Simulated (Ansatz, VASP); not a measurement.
# SnO2 in VASP and in Ansatz

The input INCAR:

```
SYSTEM = SnO2
  ALGO = Normal
  EDIFF = 1E-6
  ENCUT = 520
  GGA = CA
  ISIF = 2
  ISMEAR = 0
  LASPH = .TRUE.
  LCHARG = .TRUE.
  LELF = .TRUE.
  LREAL = .FALSE.
  LVHAR = .TRUE.
  LWAVE = .FALSE.
  NBANDS = 35
  NELM = 60
  PREC = Accurate
  SIGMA = 0.05
```

The input KPOINTS:

```
k-points
0
G
  6 6 8
  0 0 0
```

Contents of POSCAR:

```
SnO2
1.0
    4.5508719057      0.0000000000      0.0000000000
    0.0000000000      4.5514309592      0.0000000000
    0.0000000000      0.0000000000      3.0745939119
Sn O
2 4
Direct
    0.5000000000      0.5000000000      0.5000000000
    0.0000000000      0.0000000000      0.0000000000
    0.3059833077      0.2543006016      0.0000000000
    0.8059833077      0.2456993984      0.5000000000
    0.1940166923      0.7543006016      0.5000000000
    0.6940166923      0.7456993984      0.0000000000
```

Input for Ansatz:

```yaml
crystal:
  lattice:
    - [4.5508719057, 0.0, 0.0]
    - [0.0, 4.5514309592, 0.0]
    - [0.0, 0.0, 3.0745939119]
  atoms:
    - { symbol: Sn, position: [0.5, 0.5, 0.5] }
    - { symbol: Sn, position: [0.0, 0.0, 0.0] }
    - { symbol: O, position: [0.3059833077, 0.2543006016, 0.0] }
    - { symbol: O, position: [0.8059833077, 0.2456993984, 0.5] }
    - { symbol: O, position: [0.1940166923, 0.7543006016, 0.5] }
    - { symbol: O, position: [0.6940166923, 0.7456993984, 0.0] }
basis:
  ecutwfc: 520.0
kpoints:
  mp_grid: { grid: [6, 6, 8] }
hamiltonian:
  xc: lda
scf:
  occupations: { method: gaussian, width: 0.05 }
output:
  forces: true
  stress: true
  eigenvalues: true
```

Alike in both runs: task single point; functional LDA; k mesh 6 × 6 × 8; occupations gaussian, width 0.05 eV; no spin polarisation.

|  | VASP | Ansatz |
| --- | --- | --- |
| version | VASP 6.6.1 | Ansatz 0.2.0 |
| potentials or method | VASP PAW LDA potentials, release 64 (Sn_d, O), cutoff 520 eV | scalar-relativistic, plane waves, PAW |
| valence electrons in the cell | 52 | 52 |

```csv
,VASP,Ansatz,Ansatz less VASP
gap on the k mesh at the Fermi level (eV),2.39,2.37,-0.027
least direct gap on the mesh (eV),2.39,2.37,-0.027
rms of the force components (eV/Å),2.401,2.398,-0.0023
```

LDA's correlation is that of Perdew and Zunger in VASP and of Perdew and Wang (1992) in Ansatz. Atom by atom the forces differ by 0.004 eV/Å (rms over components).
